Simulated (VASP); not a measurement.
Write the native input for VASP 6.6.1 that does the following.

```yaml
Task: single point
Functional: PBE
Potentials_or_basis: VASP PAW PBE potentials, release 64 (Mg, F)
Cutoff: 600 eV
k_mesh: 6 × 6 × 8
Occupations: gaussian, width 0.01 eV
Spin: no spin polarisation
Dipole_correction: no
Further_INCAR_settings: ALGO = Normal; EDIFF = 1e-06; NBANDS = 25
```

The structure of MgF2 lies in POSCAR:

```
MgF2
1.0
    4.6220162621      0.0000000000      0.0000000000
    0.0000000000      4.6220162621      0.0000000000
    0.0000000000      0.0000000000      3.0461115434
Mg F
2 4
Direct
    0.0000000000      0.0000000000      0.0000000000
    0.5000000000      0.5000000000      0.5000000000
    0.3029506050      0.3029506050      0.0000000000
    0.1970493950      0.8029506050      0.5000000000
    0.6970493950      0.6970493950      0.0000000000
    0.8029506050      0.1970493950      0.5000000000
```

These files were run (other wordings do the same):

INCAR

```
SYSTEM = MgF2
PREC = Accurate
ENCUT = 600
EDIFF = 1E-6
ISMEAR = 0
SIGMA = 0.01
LREAL = .FALSE.
LASPH = .TRUE.
NELM = 120
ALGO = Normal
ISIF = 2
LWAVE = .FALSE.
LCHARG = .TRUE.
GGA = PE
LELF = .TRUE.
LVHAR = .TRUE.
NBANDS = 25
GGA_COMPAT = .FALSE.
```

KPOINTS

```
Automatic mesh
0
G
  6 6 8
  0 0 0
```

Potentials or basis: VASP PAW PBE potentials, release 64 (Mg, F).

Run with:

```sh
$ cat potpaw_PBE.64/Mg/POTCAR potpaw_PBE.64/F/POTCAR > POTCAR
$ mpirun -np 1 vasp_std > vasp.out
```

It gave:

```
Pressure               : 3.9 GPa
Largest force          : 0.026 eV/Å
Band gap on the k mesh : 7.12 eV
```

Caveat: the cell stands under pressure.

Wall time 36 s on 1 thread of Intel(R) Xeon(R) 6975P-C (Granite Rapids), on a shared host, peak memory 0.23 GiB.
